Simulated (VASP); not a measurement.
# Re (Pm-3m) in VASP: notebook, part 2 of 2

VASP 6.6.1. Earlier steps stand in the parts before.

**4. Relaxation of cell and atoms, LDA**

This run uses another cell than the first one, of 15.89 Å³/atom.

INCAR reads:

```
PREC     = Accurate       # precision mode
ENCUT    = 600            # plane-wave cutoff, eV
EDIFF    = 1E-6           # SCF threshold, eV
ISMEAR   = -1             # smearing method
SIGMA    = 0.1            # smearing width, eV
LREAL    = F              # projectors in reciprocal space
LASPH    = T              # aspherical terms in the spheres
NELM     = 80             # most SCF steps
ALGO     = Normal         # electronic algorithm
ISIF     = 3              # what is computed and relaxed
LWAVE    = F              # write WAVECAR
LCHARG   = F              # write CHGCAR
IBRION   = 2              # ionic algorithm
NSW      = 80             # ionic steps
EDIFFG   = -0.01          # ionic threshold
```

KPOINTS reads:

```
Automatic mesh
0
Gamma
  12 12 12
```

POSCAR reads:

```
Re
1.0
    2.5141111682      0.0000000000      0.0000000000
    0.0000000000      2.5141111682      0.0000000000
    0.0000000000      0.0000000000      2.5141111682
Re
1
Direct
    0.0000000000      0.0000000000      0.0000000000
```

Potentials or basis: VASP PAW LDA potentials, release 64 (Re).

The run is started by

```console
> cat potpaw_LDA.64/Re/POTCAR > POTCAR
> mpirun -np 1 vasp_std > vasp.out
```

OUTCAR:

```text
PREC = Accurate
   ENCUT = 600
   EDIFF = 1E-6
   ISMEAR = -1
   LREAL = F
   LASPH = T
   NELM = 80
   ISIF = 3
   IBRION = 2
   NSW = 80
   EDIFFG = -0.01

 ion  position               nearest neighbor table
   1  0.000  0.000  0.000-

  LATTYP: Found a simple cubic cell.
 ALAT       =     2.5141111682

  Lattice vectors:

 A1 = (   2.5141111682,   0.0000000000,   0.0000000000)
 A2 = (   0.0000000000,   2.5141111682,   0.0000000000)
 A3 = (   0.0000000000,   0.0000000000,   2.5141111682)

Analysis of symmetry for initial positions (statically):
=====================================================================
 Subroutine PRICEL returns:
 Original cell was already a primitive cell.

 Routine SETGRP: Setting up the symmetry group for a
 simple cubic supercell.

 Subroutine GETGRP returns: Found 48 space group operations
 (whereof 48 operations were pure point group operations)
 out of a pool of 48 trial point group operations.

The static configuration has the point symmetry O_h .

Analysis of symmetry for dynamics (positions and initial velocities):
=====================================================================
 Subroutine PRICEL returns:
 Original cell was already a primitive cell.

 Routine SETGRP: Setting up the symmetry group for a
 simple cubic supercell.

 Subroutine GETGRP returns: Found 48 space group operations
 (whereof 48 operations were pure point group operations)
 out of a pool of 48 trial point group operations.

The dynamic configuration has the point symmetry O_h .

 Subroutine INISYM returns: Found 48 space group operations
 (whereof 48 operations are pure point group operations),
 and found     1 'primitive' translations

----------------------------------------------------------------------------------------

                                     Primitive cell

[... 119 lines left out ...]
 conjugate gradient relaxation of ions
 non-spin polarized calculation
  energy-cutoff  :      600.00
  volume of cell :       15.89
 maximum number of plane-waves:       552
   NGX = 11   NGY = 11   NGZ = 11

--------------------------------------- Ionic step        1  -------------------------------------------

 number of electron       6.9999999 magnetization

 Free energy of the ion-electron system (eV)
  ---------------------------------------------------
  ext. energy  EPLUGINS =         0.00000000
  ---------------------------------------------------
  free energy    TOTEN  =       -12.35111163 eV

  energy without entropy =      -12.30989586  energy(sigma->0) =      -12.33050375

------------------------ aborting loop because EDIFF is reached ----------------------------------------

  FORCE on cell =-STRESS in cart. coord.  units (eV):
  Direction    XX          YY          ZZ          XY          YZ          ZX
  --------------------------------------------------------------------------------------
  -------------------------------------------------------------------------------------
  Total        0.9446170      0.9446170      0.9446170      0.0000000     -0.0000000      0.0000000
  in kB       95.2385775     95.2385775     95.2385775      0.0000000     -0.0000000      0.0000000
  external PRESSURE =      95.2385775 kB  Pullay stress =       0.0000000 kB
[... 92 lines left out ...]
--------------------------------------- Ionic step        4  -------------------------------------------

 number of electron       6.9999998 magnetization

 Free energy of the ion-electron system (eV)
  ---------------------------------------------------
  ext. energy  EPLUGINS =         0.00000000
  ---------------------------------------------------
  free energy    TOTEN  =       -12.36532328 eV

  energy without entropy =      -12.32338026  energy(sigma->0) =      -12.34435177

 E-fermi :   7.0818     XC(G=0): -13.1136

 val. band max:        7.0613460530   @ k =   0.5000   0.4167   0.0833
 cond. band min:       7.1216002153   @ k =   0.5000   0.1667   0.0000
 fundamental gap:      0.0602541623
 Fermi energy:         7.0818465864

 k-point     1 :       0.0000    0.0000    0.0000
  band No.  band energies     occupation
      1      -2.3393      2.00000
      2       1.4660      2.00000
      3       1.4660      2.00000
      4      10.8140      0.00000
      5      10.8140      0.00000
      6      10.8140      0.00000
      7      22.7970      0.00000
[... 221 lines left out ...]
 k-point    24 :       0.4167    0.3333    0.0000
  band No.  band energies     occupation
      1       1.3539      2.00000
      2       2.6464      2.00000
      3       7.6884      0.00463
      4       7.8476      0.00094
      5       8.3904      0.00000
      6      10.0202      0.00000
      7      16.1473      0.00000

 [... further k-points ...]

------------------------ aborting loop because EDIFF is reached ----------------------------------------

  FORCE on cell =-STRESS in cart. coord.  units (eV):
  Direction    XX          YY          ZZ          XY          YZ          ZX
  --------------------------------------------------------------------------------------
  -------------------------------------------------------------------------------------
  Total        0.0012498      0.0012498      0.0012498      0.0000000     -0.0000000      0.0000000
  in kB        0.1222404      0.1222404      0.1222404      0.0000000     -0.0000000      0.0000000
  external PRESSURE =       0.1222404 kB  Pullay stress =       0.0000000 kB
[... 16 lines left out ...]
  FREE ENERGIE OF THE ION-ELECTRON SYSTEM (eV)
  ---------------------------------------------------
  free  energy   TOTEN  =       -12.3653232766 eV

  energy  without entropy=      -12.3233802638  energy(sigma->0) =      -12.34435177

 reached required accuracy - stopping structural energy minimisation
```

OSZICAR:

```text
N       E                     dE             d eps       ncg     rms          rms(c)
DAV:   1     0.200688266269E+02    0.20069E+02   -0.36408E+03  1414   0.101E+03
DAV:   2    -0.119564904840E+02   -0.32025E+02   -0.29238E+02  1827   0.156E+02
DAV:   3    -0.128144252571E+02   -0.85793E+00   -0.81751E+00  1372   0.242E+01
[... 27 lines left out ...]
       N       E                     dE             d eps       ncg     rms          rms(c)
DAV:   1    -0.123653561242E+02   -0.60187E-04   -0.15842E-03  1792   0.112E+00    0.159E-01
DAV:   2    -0.123653284027E+02    0.27721E-04   -0.47644E-05  1813   0.138E-01    0.526E-02
DAV:   3    -0.123653231193E+02    0.52835E-05   -0.19308E-05  1820   0.885E-02    0.735E-03
DAV:   4    -0.123653232766E+02   -0.15738E-06   -0.42939E-07   602   0.113E-02
   4 F= -.12365323E+02 E0= -.12344352E+02  d E =-.142116E-01
```

It took 31 s on 1 thread of Intel Xeon 8259CL, shared host; peak memory 0.13 GiB.

Results:

```
Free energy                           : -12.3653 eV
Relaxed volume                        : 16.38 Å³/atom
Relaxed cell                          : a = 2.540 Å, b = 2.540 Å, c = 2.540 Å, α = 90.00°, β = 90.00°, γ = 90.00°
Space group after relaxing (to 0.1 Å) : Pm-3m (No. 221)
Energy gained by relaxing             : 14.2 meV/atom
Ionic steps                           : 4
Pressure after relaxing               : 0.0 GPa
Band gap on the k mesh                : zero (an odd number of electrons rules out a gap without spin polarisation)
```

The path:
| step | energy change (eV) | largest force (eV/Å) | pressure (GPa) | volume (Å³) |
| --- | --- | --- | --- | --- |
| 1 | 0.0000 | 0.0000 | 9.52 | 15.89 |
| 2 | 0.1337 | 0.0000 | -24.24 | 18.16 |
| 3 | -0.0142 | 0.0000 | -0.43 | 16.40 |
| 4 | -0.0142 | 0.0000 | 0.01 | 16.38 |

Final structure:
```yaml
crystal:
  lattice:
    - [2.53969, 0.00000, 0.00000]
    - [0.00000, 2.53969, 0.00000]
    - [0.00000, 0.00000, 2.53969]
  atoms:
    - { symbol: Re, position: [0.00000, 0.00000, 0.00000] }
```

Levels at points of the mesh, in eV from the Fermi level:
```
           k point  band 1  band 2  band 3  band 4  band 5  band 6
(0.00, 0.00, 0.00)   -9.42   -5.62   -5.62    3.73    3.73    3.73
(0.50, 0.00, 0.00)   -5.95   -4.64   -0.96   -0.14   -0.14    4.14
(0.50, 0.50, 0.00)   -6.71   -3.98    0.63    0.63    4.94    4.94
(0.50, 0.50, 0.50)   -5.06   -5.06   -5.06    6.86    6.86    7.90
```

Caveat: spin-orbit coupling is left out, which moves the levels of the heavy elements.

**5. Single point, LDA**

This run uses another cell than the first one, of 16.38 Å³/atom.

INCAR reads:

```
SYSTEM = Re
PREC = Accurate
ENCUT = 520
EDIFF = 1E-7
ISMEAR = -1
SIGMA = 0.1
LREAL = .FALSE.
LASPH = .TRUE.
NELM = 60
ALGO = Normal
ISIF = 2
LWAVE = .FALSE.
LCHARG = .FALSE.
GGA = CA
NBANDS = 10
```

KPOINTS reads:

```
regular mesh
0
G
  20 20 20
  0 0 0
```

POSCAR reads:

```
Re
1.0
    2.5394947864      0.0000000000      0.0000000000
    0.0000000000      2.5394947864      0.0000000000
    0.0000000000      0.0000000000      2.5394947864
Re
1
Direct
    0.0000000000      0.0000000000      0.0000000000
```

The run is started by

```console
> cat potpaw_LDA.64/Re/POTCAR > POTCAR
> mpirun -np 1 vasp_std > vasp.out
```

It took 48 s on 1 thread of Intel Xeon 8259CL, shared host; peak memory 0.16 GiB.

The run converged. Its results:

```
Free energy            : -12.3774 eV
Pressure               : 0.0 GPa
Band gap on the k mesh : zero (an odd number of electrons rules out a gap without spin polarisation)
```

Levels at points of the mesh, in eV from the Fermi level:
```
           k point  band 1  band 2  band 3  band 4  band 5  band 6
(0.00, 0.00, 0.00)   -9.43   -5.63   -5.63    3.72    3.72    3.72
(0.50, 0.00, 0.00)   -5.96   -4.65   -0.96   -0.15   -0.15    4.13
(0.50, 0.50, 0.00)   -6.72   -4.00    0.61    0.61    4.94    4.94
(0.50, 0.50, 0.50)   -5.07   -5.07   -5.07    6.84    6.84    7.90
```

Caveat: spin-orbit coupling is left out, which moves the levels of the heavy elements.

**6. Overview**

| task | cell | k mesh | cutoff (eV) | gap on the mesh (eV) | pressure (GPa) |
| --- | --- | --- | --- | --- | --- |
| single point | a = 2.605 Å, 1 atom | 14 × 14 × 14 | 520 | none | -19.6 |
| single point | a = 2.637 Å, 1 atom | 14 × 14 × 14 | 520 | none | -26.5 |
| relaxation of cell and atoms | relaxed from a = 2.514 Å, 1 atom | 12 × 12 × 12 | 600 | none | 0.0 |
| single point | a = 2.539 Å, 1 atom | 20 × 20 × 20 | 520 | none | 0.0 |

Alike in all rows: level LDA; potentials or basis VASP PAW LDA potentials, release 64 (Re); no spin polarisation; smearing fermi-dirac 0.1 eV.

Caveats: spin-orbit coupling is left out, which moves the levels of the heavy elements; the cell stands under tension (at least some runs).

Total energies depend on the potentials used, so only differences within one code and one set of settings carry meaning.
